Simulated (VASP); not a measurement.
# CdTe (I-4m2) in VASP: a series of runs

CdTe is run at these levels: PBE; tasks: single point.

Everything below comes from runs of VASP 6.6.1. Logs are shortened: lines on timing, memory, paths and dates and some standing lists are left out, and cuts for length are marked.

**1. The cell of the first run**

The structure is tetragonal, space group I-4m2 (No. 119). Conventional cell: a = 5.088 Å, b = 5.088 Å, c = 5.087 Å, α = 90.00°, β = 90.00°, γ = 90.00°. Within 3.7 Å of Cd (site symmetry -4m2) lie 4 Te at 2.84 Å. Within 3.7 Å of Te (site symmetry -4m2) lie 4 Cd at 2.84 Å.

**2. Single point, PBE**

The input, INCAR:

```
ALGO = Normal
EDIFF = 1E-7
ENCUT = 520
GGA = PE
ISIF = 2
ISMEAR = 0
LASPH = True
LCHARG = False
LREAL = False
LWAVE = False
NBANDS = 16
NELM = 60
PREC = Accurate
SIGMA = 0.05
```

The input, KPOINTS:

```
k-points
0
Gamma
  8 8 8
```

The input, POSCAR:

```
CdTe
1.0
    0.0000000000      3.5976719704      2.5435540831
    3.5976719704      0.0000000000      2.5435540831
    3.5976719704      3.5976719704      0.0000000000
Cd Te
1 1
Direct
    0.0000000000      0.0000000000      0.0000000000
    0.7500000000      0.7500000000      0.7500000000
```

Potentials or basis: VASP PAW PBE potentials, release 64 (Cd, Te).

Run with:

```bash
$ cat potpaw_PBE.64/Cd/POTCAR potpaw_PBE.64/Te/POTCAR > POTCAR
$ mpirun -np 1 vasp_std > vasp.out
```

OUTCAR:

```text
EDIFF = 1E-7
   ENCUT = 520
   GGA = PE
   ISIF = 2
   ISMEAR = 0
   LASPH = True
   LREAL = False
   NELM = 60
   PREC = Accurate

 ion  position               nearest neighbor table
   1  0.000  0.000  0.000-   2 2.84   2 2.84   2 2.84   2 2.84
   2  0.750  0.750  0.750-   1 2.84   1 2.84   1 2.84   1 2.84

  LATTYP: Found a body centered tetragonal cell.
 ALAT       =     5.0878764935
 C/A-ratio  =     0.9998489886

  Lattice vectors:

 A1 = (   0.0000000000,  -3.5976719704,  -2.5435540831)
 A2 = (   0.0000000000,   3.5976719704,  -2.5435540831)
 A3 = (   3.5976719704,   0.0000000000,   2.5435540831)

Analysis of symmetry for initial positions (statically):
=====================================================================
 Subroutine PRICEL returns:
 Original cell was already a primitive cell.

 Routine SETGRP: Setting up the symmetry group for a
 body centered tetragonal supercell.

 Subroutine GETGRP returns: Found  8 space group operations
 (whereof  8 operations were pure point group operations)
 out of a pool of 16 trial point group operations.

The static configuration has the point symmetry D_2d.

Analysis of symmetry for dynamics (positions and initial velocities):
=====================================================================
 Subroutine PRICEL returns:
 Original cell was already a primitive cell.

 Routine SETGRP: Setting up the symmetry group for a
 body centered tetragonal supercell.

 Subroutine GETGRP returns: Found  8 space group operations
 (whereof  8 operations were pure point group operations)
 out of a pool of 16 trial point group operations.

The dynamic configuration has the point symmetry D_2d.

 Subroutine INISYM returns: Found  8 space group operations
 (whereof  8 operations are pure point group operations),
 and found     1 'primitive' translations

----------------------------------------------------------------------------------------

                                     Primitive cell

  volume of cell :      65.8437

  direct lattice vectors                    reciprocal lattice vectors
     0.000000000  3.597671970  2.543554083    -0.138978763  0.138978763  0.196575337
     3.597671970  0.000000000  2.543554083     0.138978763 -0.138978763  0.196575337
     3.597671970  3.597671970  0.000000000     0.138978763  0.138978763 -0.196575337

  length of vectors
     4.406008509  4.406008509  5.087876494     0.277978517  0.277978517  0.277978517

  position of ions in fractional coordinates (direct lattice)
     0.000000000  0.000000000  0.000000000
     0.750000000  0.750000000  0.750000000

  ion indices of the primitive-cell ions
   primitive index   ion index
                 1           1
                 2           2

----------------------------------------------------------------------------------------

 KPOINTS: k-points

Automatic generation of k-mesh.
 Grid dimensions read from file:
 generate k-points for:    8    8    8

 Generating k-lattice:

  Cartesian coordinates                     Fractional coordinates (reciprocal lattice)
    -0.017372345  0.017372345  0.024571917     0.125000000  0.000000000  0.000000000
     0.017372345 -0.017372345  0.024571917     0.000000000  0.125000000  0.000000000
     0.017372345  0.017372345 -0.024571917    -0.000000000 -0.000000000  0.125000000

  Length of vectors
     0.034747315  0.034747315  0.034747315

  Shift w.r.t. Gamma in fractional coordinates (k-lattice)
     0.000000000  0.000000000  0.000000000

 Subroutine IBZKPT returns following result:
 ===========================================

 Found     59 irreducible k-points:

 Following reciprocal coordinates:
            Coordinates               Weight
  0.000000  0.000000  0.000000      1.000000
  0.125000 -0.000000  0.000000      8.000000
  0.250000 -0.000000  0.000000      8.000000
  0.375000 -0.000000  0.000000      8.000000
  0.500000 -0.000000  0.000000      4.000000
  0.125000  0.125000  0.000000      2.000000
[... 16 lines left out ...]
  0.250000 -0.000000  0.125000     16.000000
  0.375000 -0.000000  0.125000     16.000000
 [... further k-points ...]
   k-points           NKPTS =     59   k-points in BZ     NKDIM =     59   number of bands    NBANDS=     16
   number of dos      NEDOS =    301   number of ions     NIONS =      2
   total plane-waves  NPLWV =  51840
   dimension x,y,z NGX =    36 NGY =   36 NGZ =   40
   dimension x,y,z NGXF=    72 NGYF=   72 NGZF=   80
   ions per type =               1   1
   NGX,Y,Z   is equivalent  to a cutoff of  13.58, 13.58, 13.07 a.u.
   NGXF,Y,Z  is equivalent  to a cutoff of  27.17, 27.17, 26.14 a.u.
 SYSTEM =  unknown system
   PREC   = accura    normal or accurate (medium, high low for compatibility)
   ISTART =      0    job   : 0-new  1-cont  2-samecut
   ICHARG =      2    charge: 1-file 2-atom 10-const
   ISPIN  =      1    spin polarized calculation?
   LNONCOLLINEAR =      F non collinear calculations
   LSORBIT =      F    spin-orbit coupling
   LASPH  =      T    aspherical Exc in radial PAW
   ENCUT  =  520.0 eV  38.22 Ry    6.18 a.u.   8.19  8.19  9.46*2*pi/ulx,y,z
   NELM   =     60;   NELMIN=  2; NELMDL= -5     # of ELM steps
   EDIFF  = 0.1E-06   stopping-criterion for ELM
   LREAL  =      F    real-space projection
   EDIFFG = 0.1E-05   stopping-criterion for IOM
   NSW    =      0    number of steps for IOM
   IBRION =     -1    ionic relax: 0-MD 1-quasi-New 2-CG
   NFREE  =      0    steps in history (QN), initial steepest desc. (CG)
   ISIF   =      2    stress and relaxation
   ISYM   =      2    0-nonsym 1-usesym 2-fastsym
   POTIM  = 0.5000    time-step for ionic-motion
   TEBEG  =    0.0;   TEEND  =   0.0 temperature during run
   PSTRESS=    0.0 pullay stress
   NELECT =      18.0000    total number of electrons
   NUPDOWN=      -1.0000    fix difference up-down
   EMIN   =  10.00;   EMAX   =-10.00  energy-range for DOS
   EFERMI =   0.00;   METHOD = LEGACY
   ISMEAR =     0;   SIGMA  =   0.05  broadening in eV -4-tet -1-fermi 0-gaus
   EFERMI_NEDOS =   21; number of points for ismear=-14 and -15
   IALGO  =     38    algorithm
   IMIX   =      4    mixing-type and parameters
     AMIX     =   0.40;   BMIX     =  1.00
     AMIX_MAG =   1.60;   BMIX_MAG =  1.00
  volume/ion in A,a.u.               =      32.92       222.17
  Fermi-wavevector in a.u.,A,eV,Ry     =   1.062497  2.007828 15.359610  1.128899
  Thomas-Fermi vector in A             =   2.197950
   LORBIT       =      0    0 simple, 1 ext, 2 COOP (PROOUT), +10 PAW based schemes
   GGA     = PE    functional components
   LHFCALC =     F    Hartree Fock is set to
   AEXX    =    0.0000 exact exchange contribution
   IVDW    =     0    specifies the selected vdW correction
   LEPSILON=     F    determine dielectric tensor
   LRPA    =     F    only Hartree local field effects (RPA)
 non-spin polarized calculation
 Gauss-broadening in eV      SIGMA  =   0.05
  energy-cutoff  :      520.00
  volume of cell :       65.84
 maximum number of plane-waves:      1830
 NGX is ok and might be reduce to    36

 number of electron      18.0000000 magnetization

 Free energy of the ion-electron system (eV)
  ---------------------------------------------------
  ext. energy  EPLUGINS =         0.00000000
  ---------------------------------------------------
  free energy    TOTEN  =        -4.60405405 eV

  energy without entropy =       -4.60404709  energy(sigma->0) =       -4.60405057

 E-fermi :   3.0474     XC(G=0):  -8.8385

 val. band max:        2.9643051124   @ k =   0.0000   0.0000   0.0000
 cond. band min:       3.1304739155   @ k =   0.0000   0.0000   0.0000
 fundamental gap:      0.1661688031
 Fermi energy:         3.0473895180

 k-point     1 :       0.0000    0.0000    0.0000
  band No.  band energies     occupation
      1      -8.5643      2.00000
      2      -5.6858      2.00000
      3      -5.6858      2.00000
      4      -5.6424      2.00000
      5      -5.5004      2.00000
      6      -5.4422      2.00000
[... 8 lines left out ...]
     15      10.2581      0.00000
     16      11.4503      0.00000

 k-point     2 :       0.1250   -0.0000    0.0000
  band No.  band energies     occupation
      1      -8.4912      2.00000
      2      -5.6799      2.00000
      3      -5.6737      2.00000
      4      -5.6237      2.00000
      5      -5.4945      2.00000
      6      -5.4365      2.00000
[... 8 lines left out ...]
     15      10.4257      0.00000
     16      11.6759      0.00000

 k-point     3 :       0.2500   -0.0000    0.0000
  band No.  band energies     occupation
      1      -8.3118      2.00000
      2      -5.6716      2.00000
      3      -5.6454      2.00000
      4      -5.5605      2.00000
      5      -5.4730      2.00000
      6      -5.4011      2.00000
[... 8 lines left out ...]
     15      10.9879      0.00000
     16      13.0612      0.00000

 k-point     4 :       0.3750   -0.0000    0.0000
  band No.  band energies     occupation
      1      -8.1317      2.00000
      2      -5.6707      2.00000
      3      -5.6174      2.00000
      4      -5.5096      2.00000
      5      -5.4424      2.00000
      6      -5.2626      2.00000
[... 8 lines left out ...]
     15      12.7187      0.00000
     16      12.8418      0.00000

 k-point     5 :       0.5000   -0.0000    0.0000
  band No.  band energies     occupation
      1      -8.0583      2.00000
      2      -5.6719      2.00000
      3      -5.6055      2.00000
      4      -5.5001      2.00000
      5      -5.4275      2.00000
      6      -5.1467      2.00000
[... 8 lines left out ...]
     15      12.3347      0.00000
     16      14.5759      0.00000

 k-point     6 :       0.1250    0.1250    0.0000
  band No.  band energies     occupation
      1      -8.4381      2.00000
      2      -5.6740      2.00000
      3      -5.6740      2.00000
      4      -5.6228      2.00000
      5      -5.4864      2.00000
      6      -5.4114      2.00000
[... 8 lines left out ...]
     15      11.5424      0.00000
     16      12.8535      0.00000

 k-point     7 :       0.2500    0.1250    0.0000
  band No.  band energies     occupation
      1      -8.2817      2.00000
      2      -5.6609      2.00000
      3      -5.6585      2.00000
      4      -5.5812      2.00000
      5      -5.4664      2.00000
      6      -5.3492      2.00000
[... 8 lines left out ...]
     15      12.2343      0.00000
     16      13.1708      0.00000

 k-point     8 :       0.3750    0.1250    0.0000
  band No.  band energies     occupation
      1      -8.1148      2.00000
      2      -5.6541      2.00000
      3      -5.6348      2.00000
      4      -5.5359      2.00000
      5      -5.4391      2.00000
      6      -5.2022      2.00000
[... 8 lines left out ...]
     15      12.5249      0.00000
     16      13.0543      0.00000

 k-point     9 :       0.5000    0.1250    0.0000
  band No.  band energies     occupation
      1      -8.0344      2.00000
      2      -5.6520      2.00000
      3      -5.6085      2.00000
      4      -5.5186      2.00000
      5      -5.4274      2.00000
      6      -5.0879      2.00000
[... 8 lines left out ...]
     15      13.2784      0.00000
     16      14.2775      0.00000
[... 172 lines left out ...]
 k-point    19 :       0.5000    0.3750    0.0000
  band No.  band energies     occupation
      1      -7.9432      2.00000
      2      -5.6102      2.00000
      3      -5.5604      2.00000
      4      -5.5561      2.00000
      5      -5.4144      2.00000
      6      -4.7581      2.00000
[... 8 lines left out ...]
     15      13.3910      0.00000
     16      13.8917      0.00000

 k-point    20 :      -0.3750    0.3750    0.0000
  band No.  band energies     occupation
      1      -7.9499      2.00000
      2      -5.5922      2.00000
      3      -5.5696      2.00000
      4      -5.5571      2.00000
      5      -5.4283      2.00000
      6      -4.8387      2.00000
[... 8 lines left out ...]
     15      12.0056      0.00000
     16      15.1468      0.00000

 k-point    21 :       0.5000    0.5000    0.0000
  band No.  band energies     occupation
      1      -7.9295      2.00000
      2      -5.6226      2.00000
      3      -5.5448      2.00000
      4      -5.5448      2.00000
      5      -5.4064      2.00000
      6      -4.6667      2.00000
[... 8 lines left out ...]
     15      13.4662      0.00000
     16      13.6318      0.00000

 k-point    22 :       0.1250    0.0000    0.1250
  band No.  band energies     occupation
      1      -8.4825      2.00000
      2      -5.6804      2.00000
      3      -5.6619      2.00000
      4      -5.6199      2.00000
      5      -5.4982      2.00000
      6      -5.4437      2.00000
[... 8 lines left out ...]
     15      10.4575      0.00000
     16      11.5533      0.00000

 k-point    23 :       0.2500   -0.0000    0.1250
  band No.  band energies     occupation
      1      -8.3483      2.00000
      2      -5.6735      2.00000
      3      -5.6262      2.00000
      4      -5.5788      2.00000
      5      -5.4906      2.00000
      6      -5.4292      2.00000
[... 8 lines left out ...]
     15      10.7477      0.00000
     16      12.1160      0.00000

 k-point    24 :       0.3750   -0.0000    0.1250
  band No.  band energies     occupation
      1      -8.1668      2.00000
      2      -5.6699      2.00000
      3      -5.5985      2.00000
      4      -5.5156      2.00000
      5      -5.4689      2.00000
      6      -5.3311      2.00000
[... 8 lines left out ...]
     15      11.7218      0.00000
     16      12.8029      0.00000

 [... further k-points ...]

------------------------ aborting loop because EDIFF is reached ----------------------------------------

  FORCE on cell =-STRESS in cart. coord.  units (eV):
  Direction    XX          YY          ZZ          XY          YZ          ZX
  --------------------------------------------------------------------------------------
  -------------------------------------------------------------------------------------
  Total        0.5154074      0.5154074      1.4328312      0.0000000      0.0000000      0.0000000
  in kB       12.5414327     12.5414327     34.8651483      0.0000000      0.0000000      0.0000000
  external PRESSURE =      19.9826712 kB  Pullay stress =       0.0000000 kB

 VOLUME and BASIS-vectors are now :
 -----------------------------------------------------------------------------
  energy-cutoff  :      520.00
  volume of cell :       65.84
      direct lattice vectors                 reciprocal lattice vectors
     0.000000000  3.597671970  2.543554083    -0.138978763  0.138978763  0.196575337
     3.597671970  0.000000000  2.543554083     0.138978763 -0.138978763  0.196575337
     3.597671970  3.597671970  0.000000000     0.138978763  0.138978763 -0.196575337

 POSITION                                       TOTAL-FORCE (eV/Angst)
 -----------------------------------------------------------------------------------
      0.00000      0.00000      0.00000        -0.000000     -0.000000      0.000000
      5.39651      5.39651      3.81533         0.000000      0.000000      0.000000
 -----------------------------------------------------------------------------------
    total drift:                                0.000001      0.000001     -0.000001

  FREE ENERGIE OF THE ION-ELECTRON SYSTEM (eV)
  ---------------------------------------------------
  free  energy   TOTEN  =        -4.6040540534 eV

  energy  without entropy=       -4.6040470875  energy(sigma->0) =       -4.60405057
```

Wall time 43 s (1 thread of AMD EPYC 9R45 (Zen 5), shared host); peak memory 0.22 GiB.

Results:

- Free energy: -4.6041 eV
- Pressure: 2.0 GPa
- Band gap on the k mesh: 0.17 eV, direct

Stress tensor (GPa, compression positive):
```
1.25 0.00 0.00
0.00 1.25 0.00
0.00 0.00 3.49
```

Caveat: spin-orbit coupling is left out, which moves the levels of the heavy elements. A k mesh can miss the band edges.

**3. Single point, PBE**

This run uses another cell than the first one, of the same volume but with other edges.

The input, INCAR:

```
PREC = Accurate ; ENCUT = 520
EDIFF = 1E-6 ; ISMEAR = 0
SIGMA = 0.05 ; LREAL = F
LASPH = T ; NELM = 60
ALGO = Normal ; ISIF = 2
LWAVE = F ; LCHARG = T
GGA = PE ; LELF = T
LVHAR = T ; NBANDS = 16
```

The input, KPOINTS:

```
Automatic mesh
0
Gamma
  8 8 8
```

The input, POSCAR:

```
CdTe
1.0
    0.0000000000      2.8554741353      4.0376404273
    2.8554741353      0.0000000000      4.0376404273
    2.8554741353      2.8554741353      0.0000000000
Cd Te
1 1
Direct
    0.0000000000      0.0000000000      0.0000000000
    0.7500000000      0.7500000000      0.7500000000
```

Potentials or basis: VASP PAW PBE potentials, release 64 (Cd, Te).

Run with:

```bash
$ cat potpaw_PBE.64/Cd/POTCAR potpaw_PBE.64/Te/POTCAR > POTCAR
$ mpirun -np 1 vasp_std > vasp.out
```

Wall time 34 s (1 thread of AMD EPYC 9R45 (Zen 5), shared host); peak memory 0.21 GiB.

The run converged. Its results:

- Free energy: -4.3497 eV
- Pressure: 2.7 GPa
- Band gap on the k mesh: zero (band 9 reaches 3.26 eV, above the bottom of band 10 at 3.22 eV)

Stress tensor (GPa, compression positive):
```
 5.90  0.00  0.00
 0.00  5.90  0.00
 0.00  0.00 -3.82
```

Levels at points of the mesh, in eV from the Fermi level:
| k point | band 6 | band 7 | band 8 | band 9 | band 10 | band 11 | band 12 | band 13 |
| --- | --- | --- | --- | --- | --- | --- | --- | --- |
| (0.00, 0.00, 0.00) | -8.77 | -2.01 | -0.58 | -0.07 | -0.07 | 4.51 | 4.51 | 4.59 |
| (0.50, 0.00, 0.00) | -8.47 | -4.99 | -2.34 | -0.26 | 0.24 | 4.91 | 5.91 | 6.24 |
| (0.50, 0.50, 0.00) | -8.71 | -5.96 | -1.25 | -1.25 | 3.20 | 3.68 | 6.35 | 8.37 |
| (0.50, 0.00, 0.50) | -8.18 | -4.25 | -3.00 | -2.51 | 1.27 | 1.52 | 6.04 | 6.57 |

Caveat: spin-orbit coupling is left out, which moves the levels of the heavy elements.
